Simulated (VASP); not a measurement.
A run of VASP 6.6.1 is set up as follows.

The input INCAR:

```
PREC = Accurate
ENCUT = 520
EDIFF = 1E-6
ISMEAR = -1
SIGMA = 0.05
LREAL = F
LASPH = T
NELM = 60
ALGO = Normal
ISIF = 2
LWAVE = F
LCHARG = F
GGA = CA
NBANDS = 38
```

File KPOINTS:

```
Automatic mesh
0
Gamma
  10 10 3
```

File POSCAR:

```
Rh
1.0
    2.6367956380      0.0000000000      0.0000000000
   -1.3183978190      2.2835320057      0.0000000000
    0.0000000000      0.0000000000      8.6184672829
Rh
4
Direct
    0.0000000000      0.0000000000      0.0000000000
    0.3333333333      0.6666666667      0.2500000000
    0.0000000000      0.0000000000      0.5000000000
    0.6666666667      0.3333333333      0.7500000000
```

Potentials or basis: VASP PAW LDA potentials, release 64 (Rh_pv).

The run is started by

```sh
$ cat potpaw_LDA.64/Rh_pv/POTCAR > POTCAR
$ mpirun -np 1 vasp_std > vasp.out
```

(1) Predict the pressure.

(2) Estimate the band gap on the k mesh.

## Answers

(1) 7.8 GPa.

(2) zero (band 30 reaches 13.77 eV, above the bottom of band 31 at 11.72 eV).
